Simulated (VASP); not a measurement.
Wanted: the native input for a VASP 6.6.1 run.

| Property | Result |
| --- | --- |
| Task | single point |
| Functional | r2SCAN |
| Potentials or basis | VASP PAW PBE potentials, release 64 (Si, C) |
| Cutoff | 520 eV |
| k mesh | 8 × 8 × 6 |
| Occupations | gaussian, width 0.01 eV |
| Spin | no spin polarisation |
| Dipole correction | no |
| Further INCAR settings | ALGO = Normal; EDIFF = 1e-07; NBANDS = 16 |

The system is SiC.

```
CELL_PARAMETERS angstrom
3.09071 0.00000 0.00000
-1.54536 2.67664 0.00000
0.00000 0.00000 5.04410
ATOMIC_POSITIONS crystal
Si 0.33333 0.66667 0.00432
Si 0.66667 0.33333 0.50432
C 0.33333 0.66667 0.38068
C 0.66667 0.33333 0.88068
```

This cell differs from its parent crystal: in-plane strain +0.005, then relaxed in part.

The input as run:

POSCAR

```
SiC
1.0
    3.0907129446      0.0000000000      0.0000000000
   -1.5453564723      2.6766359258      0.0000000000
    0.0000000000      0.0000000000      5.0440972767
Si C
2 2
Direct
    0.3333333333      0.6666666667      0.0043222089
    0.6666666667      0.3333333333      0.5043222089
    0.3333333333      0.6666666667      0.3806777911
    0.6666666667      0.3333333333      0.8806777911
```

INCAR.step1

```
SYSTEM = SiC
PREC = Accurate
ENCUT = 520
ISMEAR = 0
SIGMA = 0.01
LREAL = .FALSE.
LASPH = .TRUE.
NELM = 100
NBANDS = 16
GGA = PE
ALGO = Normal
EDIFF = 1E-4
LWAVE = .TRUE.
LCHARG = .FALSE.
```

INCAR.step2

```
SYSTEM = SiC
PREC = Accurate
ENCUT = 520
EDIFF = 1E-7
ISMEAR = 0
SIGMA = 0.01
LREAL = .FALSE.
LASPH = .TRUE.
NELM = 100
ALGO = Normal
ISIF = 2
LWAVE = .FALSE.
LCHARG = .TRUE.
METAGGA = R2SCAN
LMIXTAU = .TRUE.
LELF = .TRUE.
LVHAR = .TRUE.
NBANDS = 16
ISTART = 1
```

KPOINTS

```
regular mesh
0
G
  8 8 6
  0 0 0
```

Potentials or basis: VASP PAW PBE potentials, release 64 (Si, C).

Command:

```console
$ cat potpaw_PBE.64/Si/POTCAR potpaw_PBE.64/C/POTCAR > POTCAR
$ cp INCAR.step1 INCAR
$ mpirun -np 1 vasp_std > vasp.out
$ cp INCAR.step2 INCAR
$ mpirun -np 1 vasp_std > vasp.out
```

Results of the run:

The pressure is -2.2 GPa. The band gap on the k mesh is 2.97 eV, indirect (least direct gap 4.41 eV).

Caveat: the cell differs from its parent crystal (in-plane strain +0.005, then relaxed in part); the PAW data sets were made with another functional, which shifts forces and pressure a little.

Wall time 96 s on 1 thread of Intel(R) Xeon(R) Platinum 8559C (Emerald Rapids), with other jobs on the host, peak memory 0.17 GiB.
